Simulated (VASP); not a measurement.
# Cd2O (Fm-3m) in VASP: single point with PBE

Aim: the single point of Cd2O with PBE.

Everything below comes from runs of VASP 6.6.1. Logs are shortened: lines on timing, memory, paths and dates and some standing lists are left out, and cuts for length are marked.

**1. The cell of the first run**

Symmetry: Fm-3m, No. 225, cubic system. Conventional cell: a = 5.516 Å, b = 5.516 Å, c = 5.516 Å, α = 90.00°, β = 90.00°, γ = 90.00°. Cd (site symmetry -43m) has 4 O at 2.39 Å and 6 Cd at 2.76 Å within 3.2 Å. O (site symmetry m-3m) has 8 Cd at 2.39 Å within 3.2 Å.

**2. Single point, PBE**

Contents of INCAR:

```
SYSTEM = Cd2O
PREC = Accurate ; ENCUT = 700
EDIFF = 1E-6 ; ISMEAR = 1
SIGMA = 0.0164 ; LREAL = .False.
LASPH = .True. ; NELM = 120
ALGO = Normal ; ISIF = 2
LWAVE = .False. ; LCHARG = .False.
GGA = PE ; ISYM = -1
NBANDS = 22 ; GGA_COMPAT = .False.
```

Contents of KPOINTS:

```
explicit points
108
Reciprocal
  0.08333333   0.08333333   0.08333333 2
  0.08333333   0.08333333   0.25000000 2
  0.08333333   0.08333333   0.41666667 2
  0.08333333   0.08333333   0.58333333 2
  0.08333333   0.08333333   0.75000000 2
  0.08333333   0.08333333   0.91666667 2
  0.08333333   0.25000000   0.08333333 2
  0.08333333   0.25000000   0.25000000 2
  0.08333333   0.25000000   0.41666667 2
  0.08333333   0.25000000   0.58333333 2
  0.08333333   0.25000000   0.75000000 2
  0.08333333   0.25000000   0.91666667 2
  0.08333333   0.41666667   0.08333333 2
  0.08333333   0.41666667   0.25000000 2
  0.08333333   0.41666667   0.41666667 2
  0.08333333   0.41666667   0.58333333 2
  0.08333333   0.41666667   0.75000000 2
  0.08333333   0.41666667   0.91666667 2
  0.08333333   0.58333333   0.08333333 2
  0.08333333   0.58333333   0.25000000 2
  0.08333333   0.58333333   0.41666667 2
  0.08333333   0.58333333   0.58333333 2
  0.08333333   0.58333333   0.75000000 2
  0.08333333   0.58333333   0.91666667 2
  0.08333333   0.75000000   0.08333333 2
  0.08333333   0.75000000   0.25000000 2
  0.08333333   0.75000000   0.41666667 2
  0.08333333   0.75000000   0.58333333 2
  0.08333333   0.75000000   0.75000000 2
  0.08333333   0.75000000   0.91666667 2
  0.08333333   0.91666667   0.08333333 2
  0.08333333   0.91666667   0.25000000 2
  0.08333333   0.91666667   0.41666667 2
  0.08333333   0.91666667   0.58333333 2
  0.08333333   0.91666667   0.75000000 2
  0.08333333   0.91666667   0.91666667 2
  0.25000000   0.08333333   0.08333333 2
  0.25000000   0.08333333   0.25000000 2
  0.25000000   0.08333333   0.41666667 2
  0.25000000   0.08333333   0.58333333 2
  0.25000000   0.08333333   0.75000000 2
  0.25000000   0.08333333   0.91666667 2
  0.25000000   0.25000000   0.08333333 2
  0.25000000   0.25000000   0.25000000 2
  0.25000000   0.25000000   0.41666667 2
  0.25000000   0.25000000   0.58333333 2
  0.25000000   0.25000000   0.75000000 2
  0.25000000   0.25000000   0.91666667 2
  0.25000000   0.41666667   0.08333333 2
  0.25000000   0.41666667   0.25000000 2
  0.25000000   0.41666667   0.41666667 2
  0.25000000   0.41666667   0.58333333 2
  0.25000000   0.41666667   0.75000000 2
  0.25000000   0.41666667   0.91666667 2
  0.25000000   0.58333333   0.08333333 2
  0.25000000   0.58333333   0.25000000 2
  0.25000000   0.58333333   0.41666667 2
  0.25000000   0.58333333   0.58333333 2
  0.25000000   0.58333333   0.75000000 2
  0.25000000   0.58333333   0.91666667 2
  0.25000000   0.75000000   0.08333333 2
  0.25000000   0.75000000   0.25000000 2
  0.25000000   0.75000000   0.41666667 2
  0.25000000   0.75000000   0.58333333 2
  0.25000000   0.75000000   0.75000000 2
  0.25000000   0.75000000   0.91666667 2
  0.25000000   0.91666667   0.08333333 2
  0.25000000   0.91666667   0.25000000 2
  0.25000000   0.91666667   0.41666667 2
  0.25000000   0.91666667   0.58333333 2
  0.25000000   0.91666667   0.75000000 2
  0.25000000   0.91666667   0.91666667 2
  0.41666667   0.08333333   0.08333333 2
  0.41666667   0.08333333   0.25000000 2
  0.41666667   0.08333333   0.41666667 2
  0.41666667   0.08333333   0.58333333 2
  0.41666667   0.08333333   0.75000000 2
  0.41666667   0.08333333   0.91666667 2
  0.41666667   0.25000000   0.08333333 2
  0.41666667   0.25000000   0.25000000 2
  0.41666667   0.25000000   0.41666667 2
  0.41666667   0.25000000   0.58333333 2
  0.41666667   0.25000000   0.75000000 2
  0.41666667   0.25000000   0.91666667 2
  0.41666667   0.41666667   0.08333333 2
  0.41666667   0.41666667   0.25000000 2
  0.41666667   0.41666667   0.41666667 2
  0.41666667   0.41666667   0.58333333 2
  0.41666667   0.41666667   0.75000000 2
  0.41666667   0.41666667   0.91666667 2
  0.41666667   0.58333333   0.08333333 2
  0.41666667   0.58333333   0.25000000 2
  0.41666667   0.58333333   0.41666667 2
  0.41666667   0.58333333   0.58333333 2
  0.41666667   0.58333333   0.75000000 2
  0.41666667   0.58333333   0.91666667 2
  0.41666667   0.75000000   0.08333333 2
  0.41666667   0.75000000   0.25000000 2
  0.41666667   0.75000000   0.41666667 2
  0.41666667   0.75000000   0.58333333 2
  0.41666667   0.75000000   0.75000000 2
  0.41666667   0.75000000   0.91666667 2
  0.41666667   0.91666667   0.08333333 2
  0.41666667   0.91666667   0.25000000 2
  0.41666667   0.91666667   0.41666667 2
  0.41666667   0.91666667   0.58333333 2
  0.41666667   0.91666667   0.75000000 2
  0.41666667   0.91666667   0.91666667 2
```

Contents of POSCAR:

```
Cd2O
1.0
    0.0000000000      2.7580520000      2.7580520000
    2.7580520000      0.0000000000      2.7580520000
    2.7580520000      2.7580520000      0.0000000000
Cd O
2 1
Direct
    0.2500000000      0.2500000000      0.2500000000
    0.7500000000      0.7500000000      0.7500000000
    0.5000000000      0.5000000000      0.5000000000
```

Potentials or basis: VASP PAW PBE potentials, release 64 (Cd, O).

On the command line:

```sh
$ cat potpaw_PBE.64/Cd/POTCAR potpaw_PBE.64/O/POTCAR > POTCAR
$ mpirun -np 1 vasp_std > vasp.out
```

OUTCAR:

```text
SYSTEM = Cd2O
   PREC = Accurate
   ENCUT = 700
   EDIFF = 1E-6
   ISMEAR = 1
   LREAL = .False.
   LASPH = .True.
   NELM = 120
   ISIF = 2
   GGA = PE
   ISYM = -1

 ion  position               nearest neighbor table
   1  0.250  0.250  0.250-   3 2.39   3 2.39   3 2.39   3 2.39   2 2.76   2 2.76   2 2.76   2 2.76
                             2 2.76   2 2.76
   2  0.750  0.750  0.750-   3 2.39   3 2.39   3 2.39   3 2.39   1 2.76   1 2.76   1 2.76   1 2.76
                             1 2.76   1 2.76
   3  0.500  0.500  0.500-   1 2.39   2 2.39   1 2.39   1 2.39   1 2.39   2 2.39   2 2.39   2 2.39

IMPORTANT INFORMATION: All symmetrisations will be switched off!
NOSYMM: (Re-)initialisation of all symmetry stuff for point group C_1.

----------------------------------------------------------------------------------------

                                     Primitive cell

  volume of cell :      41.9602

  direct lattice vectors                    reciprocal lattice vectors
     0.000000000  2.758052000  2.758052000    -0.181287372  0.181287372  0.181287372
     2.758052000  0.000000000  2.758052000     0.181287372 -0.181287372  0.181287372
     2.758052000  2.758052000  0.000000000     0.181287372  0.181287372 -0.181287372

  length of vectors
     3.900474544  3.900474544  3.900474544     0.313998940  0.313998940  0.313998940

  position of ions in fractional coordinates (direct lattice)
     0.250000000  0.250000000  0.250000000
     0.750000000  0.750000000  0.750000000
     0.500000000  0.500000000  0.500000000

  ion indices of the primitive-cell ions
   primitive index   ion index
                 1           1
                 2           2
                 3           3

----------------------------------------------------------------------------------------

 KPOINTS: explicit points

Read explicit list of k-points.

 Found    108 k-points:

 Following reciprocal coordinates:
            Coordinates               Weight
  0.083333  0.083333  0.083333      0.009259
  0.083333  0.083333  0.250000      0.009259
  0.083333  0.083333  0.416667      0.009259
  0.083333  0.083333  0.583333      0.009259
  0.083333  0.083333  0.750000      0.009259
  0.083333  0.083333  0.916667      0.009259
[... 16 lines left out ...]
  0.083333  0.583333  0.750000      0.009259
  0.083333  0.583333  0.916667      0.009259
 [... further k-points ...]
   k-points           NKPTS =    108   k-points in BZ     NKDIM =    108   number of bands    NBANDS=     22
   number of dos      NEDOS =    301   number of ions     NIONS =      3
   total plane-waves  NPLWV =  46656
   dimension x,y,z NGX =    36 NGY =   36 NGZ =   36
   dimension x,y,z NGXF=    72 NGYF=   72 NGZF=   72
   ions per type =               2   1
   NGX,Y,Z   is equivalent  to a cutoff of  15.34, 15.34, 15.34 a.u.
   NGXF,Y,Z  is equivalent  to a cutoff of  30.69, 30.69, 30.69 a.u.
 SYSTEM =  Cd2O
   PREC   = accura    normal or accurate (medium, high low for compatibility)
   ISTART =      0    job   : 0-new  1-cont  2-samecut
   ICHARG =      2    charge: 1-file 2-atom 10-const
   ISPIN  =      1    spin polarized calculation?
   LNONCOLLINEAR =      F non collinear calculations
   LSORBIT =      F    spin-orbit coupling
   LASPH  =      T    aspherical Exc in radial PAW
   ENCUT  =  700.0 eV  51.45 Ry    7.17 a.u.   8.41  8.41  8.41*2*pi/ulx,y,z
   NELM   =    120;   NELMIN=  2; NELMDL= -5     # of ELM steps
   EDIFF  = 0.1E-05   stopping-criterion for ELM
   LREAL  =      F    real-space projection
   EDIFFG = 0.1E-04   stopping-criterion for IOM
   NSW    =      0    number of steps for IOM
   IBRION =     -1    ionic relax: 0-MD 1-quasi-New 2-CG
   NFREE  =      0    steps in history (QN), initial steepest desc. (CG)
   ISIF   =      2    stress and relaxation
   ISYM   =     -1    0-nonsym 1-usesym 2-fastsym
   POTIM  = 0.5000    time-step for ionic-motion
   TEBEG  =    0.0;   TEEND  =   0.0 temperature during run
   PSTRESS=    0.0 pullay stress
   NELECT =      30.0000    total number of electrons
   NUPDOWN=      -1.0000    fix difference up-down
   EMIN   =  10.00;   EMAX   =-10.00  energy-range for DOS
   EFERMI =   0.00;   METHOD = LEGACY
   ISMEAR =     1;   SIGMA  =   0.02  broadening in eV -4-tet -1-fermi 0-gaus
   EFERMI_NEDOS =   21; number of points for ismear=-14 and -15
   IALGO  =     38    algorithm
   IMIX   =      4    mixing-type and parameters
     AMIX     =   0.40;   BMIX     =  1.00
     AMIX_MAG =   1.60;   BMIX_MAG =  1.00
  volume/ion in A,a.u.               =      13.99        94.39
  Fermi-wavevector in a.u.,A,eV,Ry     =   1.463871  2.766315 29.156173  2.142918
  Thomas-Fermi vector in A             =   2.579914
   LORBIT       =      0    0 simple, 1 ext, 2 COOP (PROOUT), +10 PAW based schemes
   GGA     = PE    functional components
   LHFCALC =     F    Hartree Fock is set to
   AEXX    =    0.0000 exact exchange contribution
   IVDW    =     0    specifies the selected vdW correction
   LEPSILON=     F    determine dielectric tensor
   LRPA    =     F    only Hartree local field effects (RPA)
 non-spin polarized calculation
 Methfessel and Paxton  Order N= 1 SIGMA  =   0.02
  energy-cutoff  :      700.00
  volume of cell :       41.96
 maximum number of plane-waves:      1789
 NGX is ok and might be reduce to    36
   NGX = 17   NGY = 17   NGZ = 17

 number of electron      30.0000005 magnetization

 Free energy of the ion-electron system (eV)
  ---------------------------------------------------
  ext. energy  EPLUGINS =         0.00000000
  ---------------------------------------------------
  free energy    TOTEN  =        -6.30028031 eV

  energy without entropy =       -6.30033313  energy(sigma->0) =       -6.30029792

 E-fermi :   5.4077     XC(G=0): -12.1252

 val. band max:        5.3939132767   @ k =   0.4167   0.7500   0.2500
 cond. band min:       5.6171807256   @ k =   0.0833   0.0833   0.5833
 fundamental gap:      0.2232674489
 Fermi energy:         5.4077200925

 k-point     1 :       0.0833    0.0833    0.0833
  band No.  band energies     occupation
      1     -14.9783      2.00000
      2      -6.0332      2.00000
      3      -6.0332      2.00000
      4      -5.9997      2.00000
      5      -5.9483      2.00000
      6      -5.9483      2.00000
[... 14 lines left out ...]
     21      15.0725      0.00000
     22      15.5194      0.00000

 k-point     2 :       0.0833    0.0833    0.2500
  band No.  band energies     occupation
      1     -14.9093      2.00000
      2      -5.9577      2.00000
      3      -5.9196      2.00000
      4      -5.7581      2.00000
      5      -5.7003      2.00000
      6      -5.6662      2.00000
[... 14 lines left out ...]
     21      15.4497      0.00000
     22      17.8882      0.00000

 k-point     3 :       0.0833    0.0833    0.4167
  band No.  band energies     occupation
      1     -14.8058      2.00000
      2      -5.6250      2.00000
      3      -5.5544      2.00000
      4      -5.2422      2.00000
      5      -5.1791      2.00000
      6      -5.1643      2.00000
[... 14 lines left out ...]
     21      14.8704      0.00000
     22      18.4071      0.00000

 k-point     4 :       0.0833    0.0833    0.5833
  band No.  band energies     occupation
      1     -14.7705      2.00000
      2      -5.3444      2.00000
      3      -5.3256      2.00000
      4      -4.9616      2.00000
      5      -4.9575      2.00000
      6      -4.8892      2.00000
[... 14 lines left out ...]
     21      14.8620      0.00000
     22      17.9742      0.00000

 k-point     5 :       0.0833    0.0833    0.7500
  band No.  band energies     occupation
      1     -14.8368      2.00000
      2      -5.7656      2.00000
      3      -5.7181      2.00000
      4      -5.4029      2.00000
      5      -5.3980      2.00000
      6      -5.3386      2.00000
[... 417 lines left out ...]
 k-point    22 :       0.0833    0.5833    0.5833
  band No.  band energies     occupation
      1     -14.7208      2.00000
      2      -5.7812      2.00000
      3      -5.7222      2.00000
      4      -5.3529      2.00000
      5      -5.2205      2.00000
      6      -4.7941      2.00000
[... 14 lines left out ...]
     21      18.7725      0.00000
     22      19.4207      0.00000

 k-point    23 :       0.0833    0.5833    0.7500
  band No.  band energies     occupation
      1     -14.7473      2.00000
      2      -5.7731      2.00000
      3      -5.6354      2.00000
      4      -5.1954      2.00000
      5      -5.1375      2.00000
      6      -4.8300      2.00000
[... 14 lines left out ...]
     21      16.9059      0.00000
     22      19.1777      0.00000

 k-point    24 :       0.0833    0.5833    0.9167
  band No.  band energies     occupation
      1     -14.7722      2.00000
      2      -5.5390      2.00000
      3      -5.4288      2.00000
      4      -5.0587      2.00000
      5      -4.9788      2.00000
      6      -4.9420      2.00000
[... 14 lines left out ...]
     21      15.6683      0.00000
     22      18.8213      0.00000

 [... further k-points ...]

------------------------ aborting loop because EDIFF is reached ----------------------------------------

  FORCE on cell =-STRESS in cart. coord.  units (eV):
  Direction    XX          YY          ZZ          XY          YZ          ZX
  --------------------------------------------------------------------------------------
  -------------------------------------------------------------------------------------
  Total        8.6000470      8.6000502      8.6000473     -0.0624881     -0.0624880     -0.0624857
  in kB      328.3780046    328.3781271    328.3780183     -2.3859998     -2.3859974     -2.3859098
  external PRESSURE =     328.3780500 kB  Pullay stress =       0.0000000 kB

 VOLUME and BASIS-vectors are now :
 -----------------------------------------------------------------------------
  energy-cutoff  :      700.00
  volume of cell :       41.96
      direct lattice vectors                 reciprocal lattice vectors
     0.000000000  2.758052000  2.758052000    -0.181287372  0.181287372  0.181287372
     2.758052000  0.000000000  2.758052000     0.181287372 -0.181287372  0.181287372
     2.758052000  2.758052000  0.000000000     0.181287372  0.181287372 -0.181287372

 POSITION                                       TOTAL-FORCE (eV/Angst)
 -----------------------------------------------------------------------------------
      1.37903      1.37903      1.37903         0.007388      0.007388      0.007388
      4.13708      4.13708      4.13708        -0.007388     -0.007388     -0.007388
      2.75805      2.75805      2.75805        -0.000000     -0.000000     -0.000000
 -----------------------------------------------------------------------------------
    total drift:                                0.000000     -0.000000      0.000001

  FREE ENERGIE OF THE ION-ELECTRON SYSTEM (eV)
  ---------------------------------------------------
  free  energy   TOTEN  =        -6.3002803096 eV

  energy  without entropy=       -6.3003331350  energy(sigma->0) =       -6.30029792
```

Run time: 3.3 min. Hardware: 1 thread of Intel Xeon 8259CL, shared host; peak memory 0.29 GiB.

Results:

- Free energy: -6.3003 eV
- Pressure: 32.8 GPa
- Band gap on the k mesh: 0.22 eV (least direct gap 0.88 eV)

Caveat: the cell stands under pressure; semilocal functionals underestimate gaps, and a narrow one can read as zero; a shifted mesh leaves out Γ, where band edges can lie.
